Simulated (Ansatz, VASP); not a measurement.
CdHg5Se6 in VASP and in Ansatz

```
Cd Hg Se
1.0
     4.42002    0.00000    0.00000
    -2.21001    3.82785    0.00000
     0.00000    0.00000   21.67936
Cd Hg Se
1 5 6
Direct
  0.33333 0.66667 0.49947
  0.66667 0.33333 0.99985
  0.66667 0.33333 0.33450
  0.66667 0.33333 0.66555
  0.33333 0.66667 0.16709
  0.33333 0.66667 0.83260
  0.66667 0.33333 0.12534
  0.66667 0.33333 0.45996
  0.66667 0.33333 0.79096
  0.33333 0.66667 0.29256
  0.33333 0.66667 0.62402
  0.33333 0.66667 0.95811
```

Alike in both runs: functional PBE; k mesh 12 × 12 × 2; occupations fermi-dirac, width 0.15 eV; no spin polarisation.

Ansatz relaxed the structure, and its values are those at the end. VASP's run is a single point on that final structure, the one shown.

```csv
,VASP,Ansatz
version,VASP 6.6.1,Ansatz 0.2.0
potentials or method,"VASP PAW PBE potentials, release 64 (Cd, Hg, Se), cutoff 500 eV","scalar-relativistic, plane waves, PAW"
valence electrons in the cell,108,216
```

VASP gave:

* gap on the k mesh at the Fermi level (eV): none
* pressure (GPa): 0.2

Task: Which values does Ansatz return?

Result: gap on the k mesh at the Fermi level (eV): none; pressure (GPa): 0.0.

A gap of «none» marks a metal or a gap that the smearing closes. VASP's potentials hold 108 valence electrons a cell and Ansatz's 216, so a difference there can come from the potentials and not from the codes.

Spin-orbit coupling is off throughout.
